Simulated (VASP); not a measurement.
# C: single point with LDA

C, a slab with vacuum:

```
C
1.0
     2.45617    0.00000    0.00000
    -1.22809    2.12711    0.00000
     0.00000    0.00000    8.52380
C
2
Direct
  0.33333 0.66667 0.00000
  0.66667 0.33333 0.00000
```

- Program: VASP 6.6.1
- Task: single point
- Functional: LDA
- Potentials or basis: VASP PAW LDA potentials, release 64 (C)
- Cutoff: 520 eV
- k mesh: 13 × 13 × 4
- Occupations: gaussian, width 0.1 eV
- Spin: no spin polarisation

| Property | Result |
| --- | --- |
| Band gap on the k mesh | 1.55 eV, direct |

Levels at points of the mesh, in eV from the valence-band top:
| k point | band 2 | band 3 | band 4 | band 5 | band 6 | band 7 |
| --- | --- | --- | --- | --- | --- | --- |
| (0.00, 0.00, 0.00) | -6.94 | -2.25 | -2.25 | 3.91 | 6.26 | 7.87 |
| (0.00, 0.00, 0.50) | -6.94 | -2.25 | -2.25 | 4.52 | 4.84 | 9.12 |

Wall time 14 s on 1 thread of Intel Xeon 6975P-C, on a shared host, peak memory 0.14 GiB.
